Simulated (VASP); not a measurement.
A run of VASP 6.6.1 is set up as follows.

The input INCAR:

```
SYSTEM = Li
ALGO     = Normal         ! electronic algorithm
EDIFF    = 1E-6           ! SCF threshold, eV
ENCUT    = 650            ! plane-wave cutoff, eV
GGA      = PE             ! functional
GGA_COMPAT= .FALSE.      
ISIF     = 2              ! what is computed and relaxed
ISMEAR   = 0              ! smearing method
LASPH    = .TRUE.         ! aspherical terms in the spheres
LCHARG   = .FALSE.        ! write CHGCAR
LREAL    = .FALSE.        ! projectors in reciprocal space
LWAVE    = .FALSE.        ! write WAVECAR
NBANDS   = 10             ! bands
NELM     = 120            ! most SCF steps
PREC     = Accurate       ! precision mode
SIGMA    = 0.1            ! smearing width, eV
```

The input KPOINTS:

```
k-points
0
G
  9 9 6
  0 0 0
```

File POSCAR:

```
Li
1.0
    3.2783064705      0.0000000000      0.0000000000
   -1.6391532353      2.8390966849      0.0000000000
    0.0000000000      0.0000000000      5.4338110900
Li
2
Direct
    0.6666666700      0.3333333300      0.3835732800
    0.3333333300      0.6666666700      0.6164267200
```

Potentials or basis: VASP PAW PBE potentials, release 64 (Li_sv).

Launch:

```console
$ cat potpaw_PBE.64/Li_sv/POTCAR > POTCAR
$ mpirun -np 1 vasp_std > vasp.out
```

Q: Estimate the largest force.

A: 1.637 eV/Å.

Q: Estimate the pressure.

A: 3.1 GPa.

Q: Estimate the band gap on the k mesh.

A: Zero (bands 3 and 4 overlap by 2.14 eV).

Stress tensor (GPa, compression positive):
```
2.71 0.00 0.00
0.00 2.71 0.00
0.00 0.00 4.00
```
